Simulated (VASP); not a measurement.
Wanted: the native input for a VASP 6.6.1 run.

```yaml
Task: single point
Functional: PBE
Potentials_or_basis: VASP PAW PBE potentials, release 64 (Si)
Cutoff: 520 eV
k_mesh: 12 × 12 × 6
Occupations: gaussian, width 0.05 eV
Spin: no spin polarisation
Dipole_correction: no
Further_INCAR_settings: ALGO = Normal; EDIFF = 1e-06; NBANDS = 16
```

The structure of Si lies in POSCAR:

```
Si
1.0
    3.9946794941      0.0000000000      0.0000000000
   -1.9973397471      3.4594939219      0.0000000000
    0.0000000000      0.0000000000      5.9153213949
Si
4
Direct
    0.3333333333      0.6666666667      0.0629320729
    0.6666666667      0.3333333333      0.5629320729
    0.3333333333      0.6666666667      0.4370679271
    0.6666666667      0.3333333333      0.9370679271
```

This isn't the form of Si at room conditions, which is diamond.

This cell differs from its parent crystal: c/a of the conventional cell at fixed volume 1.4808.

These files were run (other wordings do the same):

INCAR

```
SYSTEM = Si
  ALGO = Normal
  EDIFF = 1E-6
  ENCUT = 520
  GGA = PE
  ISIF = 2
  ISMEAR = 0
  LASPH = .TRUE.
  LCHARG = .FALSE.
  LREAL = .FALSE.
  LWAVE = .FALSE.
  NBANDS = 16
  NELM = 100
  PREC = Accurate
  SIGMA = 0.05
```

KPOINTS

```
k-points
0
G
  12 12 6
  0 0 0
```

Potentials or basis: VASP PAW PBE potentials, release 64 (Si).

Command:

```bash
$ cat potpaw_PBE.64/Si/POTCAR > POTCAR
$ mpirun -np 1 vasp_std > vasp.out
```

It gave:

```json
{"Pressure": "1.8 GPa", "Largest force": "1.550 eV/Å", "Band gap on the k mesh": "zero (bands 8 and 9 overlap by 0.13 eV)"}
```

Caveat: the stress differs along the axes, from -7 to 20 GPa; semilocal functionals underestimate gaps, and a narrow one can read as zero; forces of over 1 eV/Å act on the atoms, so gaps and moduli don't describe the material at rest.

Run time: 78 s on 1 thread of Intel(R) Xeon(R) Platinum 8259CL CPU @ 2.50GHz (Skylake/Cascade Lake) (shared host), peak memory 0.23 GiB.
